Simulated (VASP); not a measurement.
# Ti (Fm-3m) in VASP: a series of runs

Ti is run at these levels: revPBE; tasks: relaxation of cell and atoms, single point.

Program: VASP 6.6.1. These are calculated values, not measurements. Logs are shortened: lines on timing, memory, paths and dates and some standing lists are left out, and cuts for length are marked.

## (1) The cell of the first run

The structure is cubic, space group Fm-3m (No. 225). Conventional cell: a = 4.060 Å, b = 4.060 Å, c = 4.060 Å, α = 90.00°, β = 90.00°, γ = 90.00°. Ti (site symmetry m-3m) has 12 Ti at 2.87 Å within 3.8 Å.

## (2) Relaxation of cell and atoms, revPBE

Contents of INCAR:

```
PREC = Accurate
ENCUT = 600
EDIFF = 1E-6
ISMEAR = -1
SIGMA = 0.05
LREAL = False
LASPH = True
NELM = 60
ALGO = Normal
ISIF = 3
LWAVE = False
LCHARG = False
GGA = RE
IBRION = 2
NSW = 60
EDIFFG = -0.01
```

Contents of KPOINTS:

```
Automatic mesh
0
Gamma
  11 11 11
```

Contents of POSCAR:

```
Ti
1.0
    0.0000000000      2.0300000000      2.0300000000
    2.0300000000      0.0000000000      2.0300000000
    2.0300000000      2.0300000000      0.0000000000
Ti
1
Direct
    0.0000000000      0.0000000000      0.0000000000
```

Potentials or basis: VASP PAW PBE potentials, release 64 (Ti_sv).

Started as:

```sh
$ cat potpaw_PBE.64/Ti_sv/POTCAR > POTCAR
$ mpirun -np 1 vasp_std > vasp.out
```

OUTCAR:

```text
PREC = Accurate
   ENCUT = 600
   EDIFF = 1E-6
   ISMEAR = -1
   LREAL = False
   LASPH = True
   NELM = 60
   ISIF = 3
   GGA = RE
   IBRION = 2
   NSW = 60
   EDIFFG = -0.01

 ion  position               nearest neighbor table
   1  0.000  0.000  0.000-

  LATTYP: Found a face centered cubic cell.
 ALAT       =     4.0600000000

  Lattice vectors:

 A1 = (   0.0000000000,   2.0300000000,   2.0300000000)
 A2 = (   2.0300000000,   0.0000000000,   2.0300000000)
 A3 = (   2.0300000000,   2.0300000000,   0.0000000000)

Analysis of symmetry for initial positions (statically):
=====================================================================
 Subroutine PRICEL returns:
 Original cell was already a primitive cell.

 Routine SETGRP: Setting up the symmetry group for a
 face centered cubic supercell.

 Subroutine GETGRP returns: Found 48 space group operations
 (whereof 48 operations were pure point group operations)
 out of a pool of 48 trial point group operations.

The static configuration has the point symmetry O_h .

Analysis of symmetry for dynamics (positions and initial velocities):
=====================================================================
 Subroutine PRICEL returns:
 Original cell was already a primitive cell.

 Routine SETGRP: Setting up the symmetry group for a
 face centered cubic supercell.

 Subroutine GETGRP returns: Found 48 space group operations
 (whereof 48 operations were pure point group operations)
 out of a pool of 48 trial point group operations.

The dynamic configuration has the point symmetry O_h .

 Subroutine INISYM returns: Found 48 space group operations
 (whereof 48 operations are pure point group operations),
 and found     1 'primitive' translations

----------------------------------------------------------------------------------------

                                     Primitive cell

  volume of cell :      16.7309

  direct lattice vectors                    reciprocal lattice vectors
     0.000000000  2.030000000  2.030000000    -0.246305419  0.246305419  0.246305419
     2.030000000  0.000000000  2.030000000     0.246305419 -0.246305419  0.246305419
     2.030000000  2.030000000  0.000000000     0.246305419  0.246305419 -0.246305419

  length of vectors
     2.870853532  2.870853532  2.870853532     0.426613499  0.426613499  0.426613499

  position of ions in fractional coordinates (direct lattice)
     0.000000000  0.000000000  0.000000000

  ion indices of the primitive-cell ions
   primitive index   ion index
                 1           1

----------------------------------------------------------------------------------------

 KPOINTS: Automatic mesh

Automatic generation of k-mesh.
 Grid dimensions read from file:
 generate k-points for:   11   11   11

 Generating k-lattice:

  Cartesian coordinates                     Fractional coordinates (reciprocal lattice)
    -0.022391402  0.022391402  0.022391402     0.090909091  0.000000000  0.000000000
     0.022391402 -0.022391402  0.022391402     0.000000000  0.090909091  0.000000000
     0.022391402  0.022391402 -0.022391402     0.000000000  0.000000000  0.090909091

  Length of vectors
     0.038783045  0.038783045  0.038783045

  Shift w.r.t. Gamma in fractional coordinates (k-lattice)
     0.000000000  0.000000000  0.000000000

 Subroutine IBZKPT returns following result:
 ===========================================

 Found     56 irreducible k-points:

 Following reciprocal coordinates:
            Coordinates               Weight
  0.000000  0.000000  0.000000      1.000000
  0.090909  0.000000  0.000000      8.000000
  0.181818  0.000000  0.000000      8.000000
  0.272727  0.000000  0.000000      8.000000
  0.363636  0.000000  0.000000      8.000000
  0.454545  0.000000  0.000000      8.000000
[... 16 lines left out ...]
 -0.272727  0.181818  0.000000     24.000000
 -0.181818  0.181818  0.000000     12.000000
 [... further k-points ...]
   k-points           NKPTS =     56   k-points in BZ     NKDIM =     56   number of bands    NBANDS=     10
   number of dos      NEDOS =    301   number of ions     NIONS =      1
   total plane-waves  NPLWV =  13824
   dimension x,y,z NGX =    24 NGY =   24 NGZ =   24
   dimension x,y,z NGXF=    48 NGYF=   48 NGZF=   48
   ions per type =               1
   NGX,Y,Z   is equivalent  to a cutoff of  13.90, 13.90, 13.90 a.u.
   NGXF,Y,Z  is equivalent  to a cutoff of  27.80, 27.80, 27.80 a.u.
 SYSTEM =  unknown system
   PREC   = accura    normal or accurate (medium, high low for compatibility)
   ISTART =      0    job   : 0-new  1-cont  2-samecut
   ICHARG =      2    charge: 1-file 2-atom 10-const
   ISPIN  =      1    spin polarized calculation?
   LNONCOLLINEAR =      F non collinear calculations
   LSORBIT =      F    spin-orbit coupling
   LASPH  =      T    aspherical Exc in radial PAW
   ENCUT  =  600.0 eV  44.10 Ry    6.64 a.u.   5.73  5.73  5.73*2*pi/ulx,y,z
   NELM   =     60;   NELMIN=  2; NELMDL= -5     # of ELM steps
   EDIFF  = 0.1E-05   stopping-criterion for ELM
   LREAL  =      F    real-space projection
   EDIFFG = -.1E-01   stopping-criterion for IOM
   NSW    =     60    number of steps for IOM
   IBRION =      2    ionic relax: 0-MD 1-quasi-New 2-CG
   NFREE  =      1    steps in history (QN), initial steepest desc. (CG)
   ISIF   =      3    stress and relaxation
   ISYM   =      2    0-nonsym 1-usesym 2-fastsym
   POTIM  = 0.5000    time-step for ionic-motion
   TEBEG  =    0.0;   TEEND  =   0.0 temperature during run
   PSTRESS=    0.0 pullay stress
   NELECT =      12.0000    total number of electrons
   NUPDOWN=      -1.0000    fix difference up-down
   EMIN   =  10.00;   EMAX   =-10.00  energy-range for DOS
   EFERMI =   0.00;   METHOD = LEGACY
   ISMEAR =    -1;   SIGMA  =   0.05  broadening in eV -4-tet -1-fermi 0-gaus
   EFERMI_NEDOS =   21; number of points for ismear=-14 and -15
   IALGO  =     38    algorithm
   IMIX   =      4    mixing-type and parameters
     AMIX     =   0.40;   BMIX     =  1.00
     AMIX_MAG =   1.60;   BMIX_MAG =  1.00
  volume/ion in A,a.u.               =      16.73       112.91
  Fermi-wavevector in a.u.,A,eV,Ry     =   1.465421  2.769245 29.217967  2.147460
  Thomas-Fermi vector in A             =   2.581280
   LORBIT       =      0    0 simple, 1 ext, 2 COOP (PROOUT), +10 PAW based schemes
   GGA     = RE    functional components
   LHFCALC =     F    Hartree Fock is set to
   AEXX    =    0.0000 exact exchange contribution
   IVDW    =     0    specifies the selected vdW correction
   LEPSILON=     F    determine dielectric tensor
   LRPA    =     F    only Hartree local field effects (RPA)
 conjugate gradient relaxation of ions
 non-spin polarized calculation
  energy-cutoff  :      600.00
  volume of cell :       16.73
 maximum number of plane-waves:       568
   NGX = 11   NGY = 11   NGZ = 11

--------------------------------------- Ionic step        1  -------------------------------------------

 number of electron      12.0000002 magnetization

 Free energy of the ion-electron system (eV)
  ---------------------------------------------------
  ext. energy  EPLUGINS =         0.00000000
  ---------------------------------------------------
  free energy    TOTEN  =        -7.45008425 eV

  energy without entropy =       -7.43860763  energy(sigma->0) =       -7.44434594

------------------------ aborting loop because EDIFF is reached ----------------------------------------

  FORCE on cell =-STRESS in cart. coord.  units (eV):
  Direction    XX          YY          ZZ          XY          YZ          ZX
  --------------------------------------------------------------------------------------
  -------------------------------------------------------------------------------------
  Total        0.6601066      0.6601066      0.6601066     -0.0000000      0.0000000     -0.0000000
  in kB       63.2130248     63.2130248     63.2130248     -0.0000000      0.0000000     -0.0000000
  external PRESSURE =      63.2130248 kB  Pullay stress =       0.0000000 kB
[... 55 lines left out ...]
  energy  without entropy=       -7.4464974335  energy(sigma->0) =       -7.45371985

--------------------------------------- Ionic step        3  -------------------------------------------

 number of electron      11.9999999 magnetization

 Free energy of the ion-electron system (eV)
  ---------------------------------------------------
  ext. energy  EPLUGINS =         0.00000000
  ---------------------------------------------------
  free energy    TOTEN  =        -7.46856636 eV

  energy without entropy =       -7.45506489  energy(sigma->0) =       -7.46181562

 E-fermi :   8.0931     XC(G=0): -11.3276

 val. band max:        8.0774390696   @ k =  -0.3636   0.0909   0.0000
 cond. band min:       8.0977010584   @ k =   0.4545   0.0909   0.0000
 fundamental gap:      0.0202619888
 Fermi energy:         8.0931049104

 k-point     1 :       0.0000    0.0000    0.0000
  band No.  band energies     occupation
      1     -48.7421      2.00000
      2     -24.5752      2.00000
      3     -24.5752      2.00000
      4     -24.5752      2.00000
      5       2.0360      2.00000
      6       8.9718      0.00000
      7       8.9718      0.00000
      8       8.9718      0.00000
      9      10.5669      0.00000
     10      10.5669      0.00000
[... 287 lines left out ...]
 k-point    24 :      -0.1818    0.1818    0.0000
  band No.  band energies     occupation
      1     -48.6684      2.00000
      2     -24.9192      2.00000
      3     -24.7170      2.00000
      4     -24.6154      2.00000
      5       4.4679      2.00000
      6       7.9340      1.92030
      7       8.8982      0.00000
      8       9.8296      0.00000
      9       9.8305      0.00000
     10      11.4774      0.00000

 [... further k-points ...]
[... 5 lines left out ...]
  --------------------------------------------------------------------------------------
  -------------------------------------------------------------------------------------
  Total       -0.0054723     -0.0054723     -0.0054723      0.0000000      0.0000000     -0.0000000
  in kB       -0.4950586     -0.4950586     -0.4950586      0.0000000      0.0000000     -0.0000000
  external PRESSURE =      -0.4950586 kB  Pullay stress =       0.0000000 kB
[... 16 lines left out ...]
  FREE ENERGIE OF THE ION-ELECTRON SYSTEM (eV)
  ---------------------------------------------------
  free  energy   TOTEN  =        -7.4685663579 eV

  energy  without entropy=       -7.4550648881  energy(sigma->0) =       -7.46181562

 reached required accuracy - stopping structural energy minimisation
```

It took 49 s on 1 thread of Intel Xeon 8259CL, shared host; peak memory 0.15 GiB.

What came out:

```
Free energy                            : -7.4686 eV
Relaxed volume                         : 17.71 Å³/atom
Relaxed cell                           : a = 2.926 Å, b = 2.926 Å, c = 2.926 Å, α = 60.00°, β = 60.00°, γ = 60.00°
Space group after relaxing (to 0.05 Å) : Fm-3m (No. 225)
Energy gained by relaxing              : 18.5 meV/atom
Ionic steps                            : 3
Pressure after relaxing                : 0.0 GPa
Band gap on the k mesh                 : zero (band 6 reaches 8.97 eV, above the bottom of band 7 at 7.83 eV)
```

Step by step:
```
step  energy change (eV)  largest force (eV/Å)  pressure (GPa)  volume (Å³)
   1              0.0000                0.0000            6.32        16.73
   2             -0.0109                0.0000           -3.54        18.38
   3             -0.0185                0.0000           -0.05        17.71
```

Final structure:
```cif
data_structure
_symmetry_space_group_name_H-M 'P 1'
_symmetry_Int_Tables_number 1
_cell_length_a 2.9258
_cell_length_b 2.9258
_cell_length_c 2.9258
_cell_angle_alpha 60.000
_cell_angle_beta 60.000
_cell_angle_gamma 60.000
_cell_volume 17.71
loop_
_atom_site_label
_atom_site_type_symbol
_atom_site_fract_x
_atom_site_fract_y
_atom_site_fract_z
_atom_site_occupancy
Ti1 Ti 0.00000 0.00000 0.00000 1
```

Caveat: the PAW data sets were made with another functional, which shifts forces and pressure a little.

## (3) Single point, revPBE

This run uses another cell than the first one, of 15.73 Å³/atom, 0.940 times its volume.

Contents of INCAR:

```
  PREC = Accurate
  ENCUT = 520
  EDIFF = 1E-7
  ISMEAR = -1
  SIGMA = 0.01
  LREAL = F
  LASPH = T
  NELM = 80
  ALGO = Fast
  ISIF = 2
  LWAVE = F
  LCHARG = T
  GGA = RE
  LELF = T
  LVHAR = T
  NBANDS = 12
```

KPOINTS is that of step 2.

Contents of POSCAR:

```
Ti
1.0
    0.0000000000      1.9885598007      1.9885598007
    1.9885598007      0.0000000000      1.9885598007
    1.9885598007      1.9885598007      0.0000000000
Ti
1
Direct
    0.0000000000      0.0000000000      0.0000000000
```

Potentials or basis: VASP PAW PBE potentials, release 64 (Ti_sv).

Started as:

```sh
$ cat potpaw_PBE.64/Ti_sv/POTCAR > POTCAR
$ mpirun -np 1 vasp_std > vasp.out
```

Wall time 19 s (1 thread of Intel Xeon 6975P-C, shared host); peak memory 0.14 GiB.

Results (log left out):

| Property | Result |
| --- | --- |
| Free energy | -7.3821 eV |
| Pressure | 14.5 GPa |
| Band gap on the k mesh | zero (band 6 reaches 10.35 eV, above the bottom of band 7 at 9.10 eV) |

Levels at points of the mesh, in eV from the Fermi level:
```csv
k point,band 4,band 5,band 6,band 7,band 8,band 9
"(0.00, 0.00, 0.00)",-32.26,-6.29,1.00,1.00,1.00,2.88
```

Caveat: the PAW data sets were made with another functional, which shifts forces and pressure a little.

## (4) Single point, revPBE

This run uses another cell than the first one, of 16.06 Å³/atom, 0.960 times its volume.

Contents of INCAR:

```
ALGO = Normal ; EDIFF = 1E-6
ENCUT = 520 ; GGA = RE
ISIF = 2 ; ISMEAR = -1
LASPH = True ; LCHARG = False
LREAL = False ; LWAVE = False
NBANDS = 12 ; NELM = 100
PREC = Accurate ; SIGMA = 0.01
```

Contents of KPOINTS:

```
k-points
0
Gamma
  11 11 11
```

Contents of POSCAR:

```
Ti
1.0
    0.0000000000      2.0025642044      2.0025642044
    2.0025642044      0.0000000000      2.0025642044
    2.0025642044      2.0025642044      0.0000000000
Ti
1
Direct
    0.0000000000      0.0000000000      0.0000000000
```

Potentials or basis: VASP PAW PBE potentials, release 64 (Ti_sv).

Started as:

```sh
$ cat potpaw_PBE.64/Ti_sv/POTCAR > POTCAR
$ mpirun -np 1 vasp_std > vasp.out
```

OUTCAR:

```text
EDIFF = 1E-6
   ENCUT = 520
   GGA = RE
   ISIF = 2
   ISMEAR = -1
   LASPH = True
   LREAL = False
   NELM = 100
   PREC = Accurate

 ion  position               nearest neighbor table
   1  0.000  0.000  0.000-

  LATTYP: Found a face centered cubic cell.
 ALAT       =     4.0051284088

  Lattice vectors:

 A1 = (   0.0000000000,   2.0025642044,   2.0025642044)
 A2 = (   2.0025642044,   0.0000000000,   2.0025642044)
 A3 = (   2.0025642044,   2.0025642044,   0.0000000000)

Analysis of symmetry for initial positions (statically):
[... 531 lines left out ...]
      7      10.0085      0.00000
      8      11.0661      0.00000
      9      11.0789      0.00000
     10      12.9833      0.00000
     11      23.3786      0.00000
     12      24.0014      0.00000

 [... further k-points ...]
[... 5 lines left out ...]
  --------------------------------------------------------------------------------------
  -------------------------------------------------------------------------------------
  Total        1.1501395      1.1501395      1.1501395      0.0000000      0.0000000     -0.0000000
  in kB      114.7286154    114.7286154    114.7286154      0.0000000      0.0000000     -0.0000000
  external PRESSURE =     114.7286154 kB  Pullay stress =       0.0000000 kB

 VOLUME and BASIS-vectors are now :
 -----------------------------------------------------------------------------
  energy-cutoff  :      520.00
  volume of cell :       16.06
      direct lattice vectors                 reciprocal lattice vectors
     0.000000000  2.002564204  2.002564204    -0.249679885  0.249679885  0.249679885
     2.002564204  0.000000000  2.002564204     0.249679885 -0.249679885  0.249679885
     2.002564204  2.002564204  0.000000000     0.249679885  0.249679885 -0.249679885

 POSITION                                       TOTAL-FORCE (eV/Angst)
 -----------------------------------------------------------------------------------
      0.00000      0.00000      0.00000        -0.000000      0.000000      0.000000
 -----------------------------------------------------------------------------------
    total drift:                               -0.000000      0.000000     -0.000000

  FREE ENERGIE OF THE ION-ELECTRON SYSTEM (eV)
  ---------------------------------------------------
  free  energy   TOTEN  =        -7.4093305492 eV

  energy  without entropy=       -7.4092512274  energy(sigma->0) =       -7.40929089
```

Wall time 8 s (1 thread of Intel Xeon 6975P-C, shared host); peak memory 0.14 GiB.

What came out:

```yaml
Free_energy: -7.4093 eV
Pressure: 11.5 GPa
Band_gap_on_the_k_mesh: zero (band 6 reaches 10.10 eV, above the bottom of band 7 at 8.87 eV)
```

Caveat: the PAW data sets were made with another functional, which shifts forces and pressure a little.

## (5) Single point, revPBE

This run uses another cell than the first one, of 16.40 Å³/atom, 0.980 times its volume.

Contents of INCAR:

```
SYSTEM = Ti
PREC = Accurate
ENCUT = 520
EDIFF = 1E-7
ISMEAR = -1
SIGMA = 0.01
LREAL = .False.
LASPH = .True.
NELM = 100
ALGO = Normal
ISIF = 2
LWAVE = .False.
LCHARG = .False.
GGA = RE
NBANDS = 12
```

Contents of KPOINTS:

```
regular mesh
0
Gamma
  11 11 11
  0 0 0
```

Contents of POSCAR:

```
Ti
1.0
    0.0000000000      2.0163754284      2.0163754284
    2.0163754284      0.0000000000      2.0163754284
    2.0163754284      2.0163754284      0.0000000000
Ti
1
Direct
    0.0000000000      0.0000000000      0.0000000000
```

Started as:

```sh
$ cat potpaw_PBE.64/Ti_sv/POTCAR > POTCAR
$ mpirun -np 1 vasp_std > vasp.out
```

It took 9 s on 1 thread of Intel Xeon 6975P-C, shared host; peak memory 0.14 GiB.

It converged, with:

- Free energy: -7.4303 eV
- Pressure: 8.5 GPa
- Band gap on the k mesh: zero (band 6 reaches 9.87 eV, above the bottom of band 7 at 8.65 eV)

Levels at points of the mesh, in eV from the Fermi level:
```tsv
k point	band 3	band 4	band 5	band 6	band 7	band 8	band 9	band 10
(0.00, 0.00, 0.00)	-32.41	-32.41	-6.23	0.95	0.95	0.95	2.73	2.73
```

Caveat: the PAW data sets were made with another functional, which shifts forces and pressure a little.

## (6) Single point, revPBE

Contents of INCAR:

```
SYSTEM = Ti
ALGO = Fast
EDIFF = 1E-7
ENCUT = 520
GGA = RE
ISIF = 2
ISMEAR = -1
LASPH = .TRUE.
LCHARG = .TRUE.
LELF = .TRUE.
LREAL = .FALSE.
LVHAR = .TRUE.
LWAVE = .FALSE.
NBANDS = 12
NELM = 100
PREC = Accurate
SIGMA = 0.01
```

Contents of KPOINTS:

```
k-points
0
G
  11 11 11
  0 0 0
```

Contents of POSCAR:

```
Ti
1.0
    0.0000000000      2.0300000000      2.0300000000
    2.0300000000      0.0000000000      2.0300000000
    2.0300000000      2.0300000000      0.0000000000
Ti
1
Direct
    0.0000000000      0.0000000000      0.0000000000
```

Potentials or basis: VASP PAW PBE potentials, release 64 (Ti_sv).

Started as:

```sh
$ cat potpaw_PBE.64/Ti_sv/POTCAR > POTCAR
$ mpirun -np 1 vasp_std > vasp.out
```

It took 19 s on 1 thread of Intel Xeon 6975P-C, shared host; peak memory 0.14 GiB.

The run converged. Its results:

```yaml
Free_energy: -7.4455 eV
Pressure: 6.0 GPa
Band_gap_on_the_k_mesh: zero (band 6 reaches 9.63 eV, above the bottom of band 7 at 8.43 eV)
```

Levels at points of the mesh, in eV from the Fermi level:
```csv
k point,band 4,band 5,band 6,band 7,band 8,band 9
"(0.00, 0.00, 0.00)",-32.48,-6.19,0.93,0.93,0.93,2.66
```

Caveat: the PAW data sets were made with another functional, which shifts forces and pressure a little.

## (7) Overview

| task | cell | cutoff (eV) | smearing | gap on the mesh (eV) | pressure (GPa) |
| --- | --- | --- | --- | --- | --- |
| relaxation of cell and atoms | relaxed from a = 2.871 Å, angles 60.0°, 1 atom | 600 | fermi-dirac 0.05 eV | none | 0.0 |
| single point | a = 2.812 Å, angles 60.0°, 1 atom | 520 | fermi-dirac 0.01 eV | none | 14.5 |
| single point | a = 2.832 Å, angles 60.0°, 1 atom | 520 | fermi-dirac 0.01 eV | none | 11.5 |
| single point | a = 2.852 Å, angles 60.0°, 1 atom | 520 | fermi-dirac 0.01 eV | none | 8.5 |
| single point | a = 2.871 Å, angles 60.0°, 1 atom | 520 | fermi-dirac 0.01 eV | none | 6.0 |

Alike in all rows: level revPBE; potentials or basis VASP PAW PBE potentials, release 64 (Ti_sv); no spin polarisation; k mesh 11 × 11 × 11.

Caveats: the PAW data sets were made with another functional, which shifts forces and pressure a little.

Absolute energies hang on the potentials; compare differences alone.
